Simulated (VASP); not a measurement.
Crystal: C.

```
C
1.0
     0.00000    1.78012    1.72672
     1.78012    0.00000    1.72672
     1.78012    1.78012    0.00000
C
2
Direct
  0.00000 0.00000 0.00000
  0.25000 0.25000 0.25000
```

This cell differs from its parent crystal: uniaxial z strain -3.0%.

Base run:

| Item | Value |
| --- | --- |
| Program | VASP 6.6.1 |
| Functional | PBE |
| Potentials or basis | VASP PAW PBE potentials, release 64 (C) |
| Cutoff | 520 eV |
| k mesh | 12 × 12 × 12 |
| Occupations | fermi-dirac, width 0.02 eV |
| Spin | no spin polarisation |

Its results: band gap on the k mesh 3.45 eV, indirect (least direct gap 5.14 eV); pressure 19.5 GPa.

The run is repeated on the same cell with these changes: functional from PBE to r2SCAN; occupations from fermi-dirac, width 0.02 eV to gaussian, width 0.01 eV. What comes out?

Band gap on the k mesh 3.61 eV, indirect (least direct gap 5.35 eV); pressure 15.8 GPa.

Caveats: the PAW data sets were made with another functional, which shifts forces and pressure a little (some runs).

A k mesh can miss the band edges.
